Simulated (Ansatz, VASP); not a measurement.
**Two plane-wave programs on Nb3Si2O**

```
CELL_PARAMETERS angstrom
6.45519 0.00000 0.00000
0.00000 6.45519 0.00000
0.00000 0.00000 4.14962
ATOMIC_POSITIONS crystal
Nb 0.50000 0.50000 0.00000
Nb 0.81507 0.31507 0.50000
Nb 0.00000 0.00000 0.00000
Nb 0.18493 0.68493 0.50000
Nb 0.31507 0.18493 0.50000
Nb 0.68493 0.81507 0.50000
Si 0.12730 0.37270 0.00000
Si 0.87270 0.62730 0.00000
Si 0.37270 0.87270 0.00000
Si 0.62730 0.12730 0.00000
O 0.50000 0.50000 0.50000
O 0.00000 0.00000 0.50000
```

Alike in both runs: functional PBE; k mesh 3 × 3 × 5; occupations gaussian, width 0.2 eV; no spin polarisation.

Ansatz relaxed the structure, and its values are those at the end. VASP's run is a single point on that final structure, the one shown.

```csv
,VASP,Ansatz
version,VASP 6.6.1,Ansatz 0.2.0
potentials or method,"VASP PAW PBE potentials, release 64 (Nb_sv, Si, O), cutoff 520 eV","scalar-relativistic, plane waves, PAW"
valence electrons in the cell,106,106
```

```csv
,VASP,Ansatz,Ansatz less VASP
gap on the k mesh at the Fermi level (eV),none,none,-
pressure (GPa),-0.2,0.1,+0.30
rms of the force components (eV/Å),0.004,0.003,-0.0016
```

A gap of «none» marks a metal or a gap that the smearing closes. With one functional, cell and mesh, what is left measures potentials, basis and numerics.
